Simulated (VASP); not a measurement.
**SiC: single point with r2SCAN**

Crystal: SiC.

```xyz
4
Lattice="1.5718 0.9075 5.4256 -1.5718 0.9075 5.4256 0.0000 -1.8150 5.4256" Properties=species:S:1:pos:R:3 pbc="T T T"
C     0.0000    0.0000    7.3114
C     0.0000    0.0000    8.9654
Si    0.0000    0.0000   15.0637
Si    0.0000    0.0000    1.2130
```

This cell differs from its parent crystal: volume changed by +6%.

```
Program                : VASP 6.6.1
Task                   : single point
Functional             : r2SCAN
Potentials or basis    : VASP PAW PBE potentials, release 64 (C, Si)
Cutoff                 : 520 eV
k mesh                 : 8 × 8 × 8
Occupations            : gaussian, width 0.01 eV
Spin                   : no spin polarisation
Dipole correction      : no
Further INCAR settings : ALGO = Normal; EDIFF = 1e-06; NBANDS = 16
```

| Item | Value |
| --- | --- |
| Pressure | -10.9 GPa |
| Largest force | 0.241 eV/Å |
| Band gap on the k mesh | 0.78 eV, indirect (least direct gap 2.16 eV) |

Forces in eV/Å, atoms in the order of the input:
```
C    0.000  0.000  0.000
C    0.000  0.000  0.000
Si   0.000  0.000 -0.241
Si   0.000  0.000  0.241
```

Stress tensor (GPa, compression positive):
```
-10.85   0.00   0.00
  0.00 -10.85   0.00
  0.00   0.00 -11.11
```

Levels at points of the mesh, in eV from the valence-band top:
| k point | band 6 | band 7 | band 8 | band 9 | band 10 | band 11 |
| --- | --- | --- | --- | --- | --- | --- |
| (0.00, 0.00, 0.00) | -0.92 | 0.00 | 0.00 | 3.65 | 3.75 | 6.16 |
| (0.50, 0.00, 0.00) | -4.15 | -3.97 | -2.00 | 2.37 | 4.20 | 4.62 |
| (0.50, 0.50, 0.00) | -4.35 | -1.51 | -1.38 | 0.78 | 2.34 | 4.29 |
| (0.50, 0.50, 0.50) | -2.57 | -0.08 | -0.08 | 3.67 | 5.73 | 5.92 |

Wall time 8.2 min on 1 thread of Intel Xeon 6975P-C, with other jobs on the host, peak memory 0.37 GiB.

Caveat: the PAW data sets were made with another functional, which shifts forces and pressure a little. A k mesh can miss the band edges.
